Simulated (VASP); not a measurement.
A run of VASP 6.6.1 is set up as follows.

The input POSCAR:

```
CdS
1.0
    0.0000000000      2.9090000000      2.9090000000
    2.9090000000      0.0000000000      2.9090000000
    2.9090000000      2.9090000000      0.0000000000
Cd S
1 1
Direct
    0.0000000000      0.0000000000      0.0000000000
    0.2500000000      0.2500000000      0.2500000000
```

File INCAR.step1:

```
SYSTEM = CdS
ALGO     = Normal         ! electronic algorithm
EDIFF    = 1E-8           ! SCF threshold, eV
ENCUT    = 500            ! plane-wave cutoff, eV
GGA      = PE             ! functional
ISMEAR   = 0              ! smearing method
LASPH    = .True.         ! aspherical terms in the spheres
LCHARG   = .False.        ! write CHGCAR
LREAL    = .False.        ! projectors in reciprocal space
LWAVE    = .True.         ! write WAVECAR
NELM     = 60             ! most SCF steps
PREC     = Accurate       ! precision mode
SIGMA    = 0.01           ! smearing width, eV
```

INCAR.step2

```
SYSTEM = CdS
ALGO     = Exact          ! electronic algorithm
EDIFF    = 1E-8           ! SCF threshold, eV
ENCUT    = 500            ! plane-wave cutoff, eV
GGA      = PE             ! functional
ISMEAR   = 0              ! smearing method
ISTART   = 1            
LASPH    = .True.         ! aspherical terms in the spheres
LCHARG   = .False.        ! write CHGCAR
LOPTICS  = .True.         ! frequency-dependent dielectric function
LREAL    = .False.        ! projectors in reciprocal space
LWAVE    = .True.         ! write WAVECAR
NBANDS   = 244            ! bands
NELM     = 1              ! most SCF steps
PREC     = Accurate       ! precision mode
SIGMA    = 0.01           ! smearing width, eV
```

File INCAR.step3:

```
SYSTEM = CdS
ALGO     = EVGW0          ! electronic algorithm
EDIFF    = 1E-8           ! SCF threshold, eV
ENCUT    = 500            ! plane-wave cutoff, eV
ENCUTGW  = 113.3          ! cutoff of the response function
GGA      = PE             ! functional
ISMEAR   = 0              ! smearing method
ISTART   = 1            
LASPH    = .True.         ! aspherical terms in the spheres
LCHARG   = .False.        ! write CHGCAR
LREAL    = .False.        ! projectors in reciprocal space
LWAVE    = .False.        ! write WAVECAR
NBANDS   = 244            ! bands
NBANDSGW = 17           
NELMGW   = 1            
NOMEGA   = 48             ! frequency points
PREC     = Accurate       ! precision mode
PRECFOCK = Fast         
SIGMA    = 0.01           ! smearing width, eV
```

The input KPOINTS:

```
k-points
0
Gamma
  2 2 2
  0 0 0
```

Potentials or basis: VASP PAW PBE potentials, release 64 (Cd_GW, S_GW).

The run is started by

```console
$ cat potpaw_PBE.64/Cd_GW/POTCAR potpaw_PBE.64/S_GW/POTCAR > POTCAR
$ cp INCAR.step1 INCAR
$ mpirun -np 1 vasp_std > vasp.out
$ cp INCAR.step2 INCAR
$ mpirun -np 1 vasp_std > vasp.out
$ cp INCAR.step3 INCAR
$ mpirun -np 1 vasp_std > vasp.out
```

Problem. What does it give for the quasiparticle gap?

Solution. 1.55 eV.

Problem. Estimate the least direct quasiparticle gap.

Solution. 1.55 eV.

Problem. Predict the band gap on the k mesh, mean-field level.

Solution. 1.00 eV, direct.

Caveat: the k points lie up to 0.94 Å⁻¹ apart; bands, screening cutoff and mesh are small and nothing is extrapolated, so the quasiparticle values aren't converged.
